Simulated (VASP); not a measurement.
Write the native input for VASP 6.6.1 that does the following.

```
Task                   : single point
Functional             : PBE
Potentials or basis    : VASP PAW PBE potentials, release 64 (In_d, P)
Cutoff                 : 520 eV
k mesh                 : 10 × 10 × 10
Occupations            : gaussian, width 0.01 eV
Spin                   : no spin polarisation
Dipole correction      : no
Further INCAR settings : ALGO = Normal; EDIFF = 1e-06; NBANDS = 16
```

The structure of InP lies in POSCAR:

```
InP
1.0
    0.0000000000      2.7493464705      2.7493464705
    2.7493464705      0.0000000000      2.7493464705
    2.7493464705      2.7493464705      0.0000000000
In P
1 1
Direct
    0.0000000000      0.0000000000      0.0000000000
    0.7500000000      0.7500000000      0.7500000000
```

One way to write it, as run:

INCAR

```
PREC     = Accurate       # precision mode
ENCUT    = 520            # plane-wave cutoff, eV
EDIFF    = 1E-6           # SCF threshold, eV
ISMEAR   = 0              # smearing method
SIGMA    = 0.01           # smearing width, eV
LREAL    = F              # projectors in reciprocal space
LASPH    = T              # aspherical terms in the spheres
NELM     = 100            # most SCF steps
ALGO     = Normal         # electronic algorithm
ISIF     = 2              # what is computed and relaxed
LWAVE    = F              # write WAVECAR
LCHARG   = T              # write CHGCAR
GGA      = PE             # functional
LELF     = T              # ELF
LVHAR    = T            
NBANDS   = 16             # bands
```

KPOINTS

```
Automatic mesh
0
Gamma
  10 10 10
```

Potentials or basis: VASP PAW PBE potentials, release 64 (In_d, P).

The run is started by

```sh
$ cat potpaw_PBE.64/In_d/POTCAR potpaw_PBE.64/P/POTCAR > POTCAR
$ mpirun -np 1 vasp_std > vasp.out
```

It gave:

```yaml
Pressure: 24.8 GPa
Band_gap_on_the_k_mesh: 1.37 eV (least direct gap 1.71 eV)
```

Caveat: the cell stands under pressure; spin-orbit coupling is left out, which moves the levels of the heavy elements.

Run time: 50 s on 1 thread of Intel Xeon 8259CL (shared host), peak memory 0.18 GiB.
